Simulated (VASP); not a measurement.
# Sc (P6_3/mmc) in VASP: notebook, part 2 of 2

VASP 6.6.1. Earlier steps stand in the parts before.

### 4 Relaxation of cell and atoms, PBEsol, target pressure -0.46 GPa, at which the enthalpy is minimised

This run uses another cell than the first one: it holds 2 atoms, not 4.

INCAR

```
  PREC = Accurate
  ENCUT = 600
  EDIFF = 1E-6
  ISMEAR = -1
  SIGMA = 0.05
  LREAL = F
  LASPH = T
  NELM = 60
  ALGO = Normal
  ISIF = 3
  LWAVE = F
  LCHARG = F
  GGA = PS
  IBRION = 2
  NSW = 32
  EDIFFG = -0.005
  PSTRESS = -4.6000000000000005
```

KPOINTS

```
Automatic mesh
0
Gamma
  14 14 8
```

POSCAR

```
Sc
1.0
    3.2857691994      0.0000000000      0.0000000000
   -1.6428845997      2.8455595976      0.0000000000
    0.0000000000      0.0000000000      5.1003329450
Sc
2
Direct
    0.3333333333      0.6666666667      0.2500000000
    0.6666666667      0.3333333333      0.7500000000
```

Potentials or basis: VASP PAW PBE potentials, release 64 (Sc_sv).

Started as:

```bash
cat potpaw_PBE.64/Sc_sv/POTCAR > POTCAR
mpirun -np 1 vasp_std > vasp.out
```

OUTCAR:

```text
PREC = Accurate
   ENCUT = 600
   EDIFF = 1E-6
   ISMEAR = -1
   LREAL = F
   LASPH = T
   NELM = 60
   ISIF = 3
   GGA = PS
   IBRION = 2
   NSW = 32
   EDIFFG = -0.005
   PSTRESS = -4.6000000000000005

 ion  position               nearest neighbor table
   1  0.333  0.667  0.250-   2 3.18   2 3.18   2 3.18   2 3.18   2 3.18   2 3.18
   2  0.667  0.333  0.750-   1 3.18   1 3.18   1 3.18   1 3.18   1 3.18   1 3.18

  LATTYP: Found a hexagonal cell.
 ALAT       =     3.2857691994
 C/A-ratio  =     1.5522493016

  Lattice vectors:

 A1 = (   3.2857691994,   0.0000000000,   0.0000000000)
 A2 = (  -1.6428845997,   2.8455595976,   0.0000000000)
 A3 = (   0.0000000000,   0.0000000000,   5.1003329450)

Analysis of symmetry for initial positions (statically):
=====================================================================
 Subroutine PRICEL returns:
 Original cell was already a primitive cell.

 Routine SETGRP: Setting up the symmetry group for a
 hexagonal supercell.

 Subroutine GETGRP returns: Found 24 space group operations
 (whereof 12 operations were pure point group operations)
 out of a pool of 24 trial point group operations.

The static configuration has the point symmetry D_3d.
 The point group associated with its full space group is D_6h.

Analysis of symmetry for dynamics (positions and initial velocities):
=====================================================================
 Subroutine PRICEL returns:
 Original cell was already a primitive cell.

 Routine SETGRP: Setting up the symmetry group for a
 hexagonal supercell.

 Subroutine GETGRP returns: Found 24 space group operations
 (whereof 12 operations were pure point group operations)
 out of a pool of 24 trial point group operations.

The dynamic configuration has the point symmetry D_3d.
 The point group associated with its full space group is D_6h.

 Subroutine INISYM returns: Found 24 space group operations
[... 172 lines left out ...]
    total drift:                                0.000000     -0.000000      0.000000

  FREE ENERGIE OF THE ION-ELECTRON SYSTEM (eV)
  ---------------------------------------------------
  free  energy   TOTEN  =       -13.2278534582 eV

  energy  without entropy=      -13.1958159221  energy(sigma->0) =      -13.21183469

  enthalpy is  TOTEN    =       -13.3647682962 eV   P V=       -0.1369148380

--------------------------------------- Ionic step        2  -------------------------------------------

 number of electron      21.9999998 magnetization

 Free energy of the ion-electron system (eV)
  ---------------------------------------------------
  ext. energy  EPLUGINS =         0.00000000
  ---------------------------------------------------
  free energy    TOTEN  =       -13.22773507 eV

  energy without entropy =      -13.19565612  energy(sigma->0) =      -13.21169560

 E-fermi :   3.7615     XC(G=0): -10.1219

 val. band max:        3.7596975509   @ k =   0.3571   0.2857   0.5000
 cond. band min:       3.7704480463   @ k =   0.2143  -0.0000   0.2500
 fundamental gap:      0.0107504954
 Fermi energy:         3.7615118344

 k-point     1 :       0.0000    0.0000    0.0000
  band No.  band energies     occupation
      1     -45.3585      2.00000
      2     -45.2740      2.00000
      3     -24.3124      2.00000
      4     -23.9246      2.00000
      5     -23.9246      2.00000
      6     -23.8483      2.00000
      7     -23.8483      2.00000
      8     -23.8157      2.00000
      9      -1.4329      2.00000
     10       2.0786      2.00000
     11       4.4847      0.00000
     12       5.3847      0.00000
     13       5.3847      0.00000
     14       5.6798      0.00000
[... 401 lines left out ...]
      2     -45.2711      2.00000
      3     -24.1721      2.00000
      4     -24.0904      2.00000
      5     -24.0890      2.00000
      6     -24.0391      2.00000
      7     -23.9992      2.00000
      8     -23.9957      2.00000
      9       2.8819      2.00000
     10       3.0892      2.00000
     11       3.1823      1.99998
     12       3.2133      1.99997
     13       4.7909      0.00000
     14       4.8583      0.00000
     15       5.9316      0.00000

 [... further k-points ...]
[... 5 lines left out ...]
  --------------------------------------------------------------------------------------
  -------------------------------------------------------------------------------------
  Total       -0.1332837     -0.1332837     -0.1288634      0.0000000      0.0000000      0.0000000
  in kB       -4.4738622     -4.4738622     -4.3254874      0.0000000      0.0000000      0.0000000
  external PRESSURE =       0.1755960 kB  Pullay stress =      -4.6000000 kB

 VOLUME and BASIS-vectors are now :
 -----------------------------------------------------------------------------
  energy-cutoff  :      600.00
  volume of cell :       47.73
      direct lattice vectors                 reciprocal lattice vectors
     3.286757723  0.000000000 -0.000000000     0.304251206  0.175659516  0.000000000
    -1.643378861  2.846415684  0.000000000     0.000000000  0.351319031  0.000000000
    -0.000000000 -0.000000000  5.101983898     0.000000000  0.000000000  0.196002187

 POSITION                                       TOTAL-FORCE (eV/Angst)
 -----------------------------------------------------------------------------------
     -0.00000      1.89761      1.27550        -0.000000      0.000000      0.000000
      1.64338      0.94881      3.82649         0.000000     -0.000000      0.000000
 -----------------------------------------------------------------------------------
    total drift:                                0.000000     -0.000000      0.000000

  FREE ENERGIE OF THE ION-ELECTRON SYSTEM (eV)
  ---------------------------------------------------
  free  energy   TOTEN  =       -13.2277350728 eV

  energy  without entropy=      -13.1956561221  energy(sigma->0) =      -13.21169560

  enthalpy is  TOTEN    =       -13.3647766501 eV   P V=       -0.1370415773

 reached required accuracy - stopping structural energy minimisation
```

OSZICAR:

```text
N       E                     dE             d eps       ncg     rms          rms(c)
DAV:   1     0.412040126137E+03    0.41204E+03   -0.11885E+04  3600   0.175E+03
DAV:   2     0.124662832884E+02   -0.39957E+03   -0.39375E+03  4997   0.660E+02
DAV:   3    -0.142524088269E+02   -0.26719E+02   -0.26270E+02  6029   0.204E+02
[... 12 lines left out ...]
DAV:   1    -0.132279144019E+02   -0.60893E-04   -0.53649E-03  3831   0.113E+00    0.918E-02
DAV:   2    -0.132277508783E+02    0.16352E-03   -0.54116E-04  5215   0.334E-01    0.276E-02
DAV:   3    -0.132277361981E+02    0.14680E-04   -0.68994E-05  4566   0.106E-01    0.118E-02
DAV:   4    -0.132277350871E+02    0.11110E-05   -0.26009E-06  2906   0.250E-02    0.194E-03
DAV:   5    -0.132277350728E+02    0.14307E-07   -0.52142E-07  2164   0.187E-02
   2 F= -.13364777E+02 E0= -.13348737E+02  d E =-.835394E-05
```

It took 2.1 min on 1 thread of Oxide Virtual Turin-like, shared host; peak memory 0.21 GiB.

Results:

```
Free energy                                            : -13.2277 eV
Relaxed volume                                         : 23.87 Å³/atom
Relaxed cell                                           : a = 3.287 Å, b = 3.287 Å, c = 5.102 Å, α = 90.00°, β = 90.00°, γ = 120.00°
Space group after relaxing (to 0.05 Å)                 : P6_3/mmc (No. 194)
Energy change on relaxing (the enthalpy is what falls) : +0.1 meV/atom
Ionic steps                                            : 2
Pressure after relaxing                                : -0.4 GPa
Band gap on the k mesh                                 : zero (band 11 reaches 4.77 eV, above the bottom of band 12 at 3.21 eV)
```

The path:
| step | energy change (eV) | largest force (eV/Å) | pressure (GPa) | volume (Å³) |
| --- | --- | --- | --- | --- |
| 1 | 0.0000 | 0.0000 | -0.42 | 47.69 |
| 2 | 0.0001 | 0.0000 | -0.44 | 47.73 |

Final structure:
```
CELL_PARAMETERS angstrom
3.28676 0.00000 0.00000
-1.64338 2.84642 0.00000
0.00000 0.00000 5.10198
ATOMIC_POSITIONS crystal
Sc 0.33333 0.66667 0.25000
Sc 0.66667 0.33333 0.75000
```

Caveat: the cell is relaxed towards a set pressure, so the enthalpy falls and the energy may rise; the PAW data sets were made with another functional, which shifts forces and pressure a little.

### 5 Summary

```tsv
cell	k mesh	gap on the mesh (eV)	pressure (GPa)
relaxed to -0.46 GPa from a = 3.234, b = 3.234, c = 10.510 Å, angles 90.0, 90.0, 120.0°, 4 atoms	11 × 11 × 3	none	-0.4
relaxed to -0.46 GPa from a = 3.237, b = 3.237, c = 5.244 Å, angles 90.0, 90.0, 120.0°, 2 atoms	14 × 14 × 8	none	-0.5
relaxed to -0.46 GPa from a = 3.286, b = 3.286, c = 5.100 Å, angles 90.0, 90.0, 120.0°, 2 atoms	14 × 14 × 8	none	-0.4
```

Alike in all rows: task relaxation of cell and atoms; level PBEsol; potentials or basis VASP PAW PBE potentials, release 64 (Sc_sv); no spin polarisation; cutoff (eV) 600; smearing fermi-dirac 0.05 eV.

Caveats: the cell is relaxed towards a set pressure, so the enthalpy falls and the energy may rise; the PAW data sets were made with another functional, which shifts forces and pressure a little.

Total energies depend on the potentials used, so only differences within one code and one set of settings carry meaning.
